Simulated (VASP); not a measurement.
Write the native input for VASP 6.6.1 that does the following.

```yaml
Task: single point
Functional: r2SCAN
Potentials_or_basis: VASP PAW PBE potentials, release 64 (Pb_d, O)
Cutoff: 520 eV
k_mesh: 8 × 8 × 6
Occupations: gaussian, width 0.02 eV
Spin: no spin polarisation
Dipole_correction: no
Further_INCAR_settings: ALGO = Normal; EDIFF = 1e-06; NBANDS = 28
```

The system is PbO.

```
Pb O
1.0
     3.98037    0.00000    0.00000
     0.00000    3.98037    0.00000
     0.00000    0.00000    5.01944
Pb O
2 2
Direct
  0.00000 0.50000 0.23568
  0.50000 0.00000 0.76432
  0.00000 0.00000 0.00000
  0.50000 0.50000 0.00000
```

These files were run (other wordings do the same):

POSCAR

```
PbO
1.0
    3.9803697605      0.0000000000      0.0000000000
    0.0000000000      3.9803697605      0.0000000000
    0.0000000000      0.0000000000      5.0194411803
Pb O
2 2
Direct
    0.0000000000      0.5000000000      0.2356811989
    0.5000000000      0.0000000000      0.7643188011
    0.0000000000      0.0000000000      0.0000000000
    0.5000000000      0.5000000000      0.0000000000
```

INCAR.step1

```
SYSTEM = PbO
ALGO = Normal
EDIFF = 1E-4
ENCUT = 520
GGA = PE
ISMEAR = 0
LASPH = .TRUE.
LCHARG = .FALSE.
LREAL = .FALSE.
LWAVE = .TRUE.
NBANDS = 28
NELM = 100
PREC = Accurate
SIGMA = 0.02
```

INCAR.step2

```
SYSTEM = PbO
ALGO = Normal
EDIFF = 1E-6
ENCUT = 520
ISIF = 2
ISMEAR = 0
ISTART = 1
LASPH = .TRUE.
LCHARG = .FALSE.
LMIXTAU = .TRUE.
LREAL = .FALSE.
LWAVE = .FALSE.
METAGGA = R2SCAN
NBANDS = 28
NELM = 100
PREC = Accurate
SIGMA = 0.02
```

KPOINTS

```
k-points
0
G
  8 8 6
  0 0 0
```

Potentials or basis: VASP PAW PBE potentials, release 64 (Pb_d, O).

Command:

```sh
$ cat potpaw_PBE.64/Pb_d/POTCAR potpaw_PBE.64/O/POTCAR > POTCAR
$ cp INCAR.step1 INCAR
$ mpirun -np 1 vasp_std > vasp.out
$ cp INCAR.step2 INCAR
$ mpirun -np 1 vasp_std > vasp.out
```

It gave:

The pressure is 1.7 GPa and the largest force is 0.113 eV/Å. The band gap on the k mesh is 1.55 eV (least direct gap 2.71 eV).

Caveat: the PAW data sets were made with another functional, which shifts forces and pressure a little; spin-orbit coupling is left out, which moves the levels of the heavy elements.

Run time: 5.4 min on 1 thread of Intel(R) Xeon(R) Platinum 8488C (Sapphire Rapids), with other jobs on the host, peak memory 0.26 GiB.
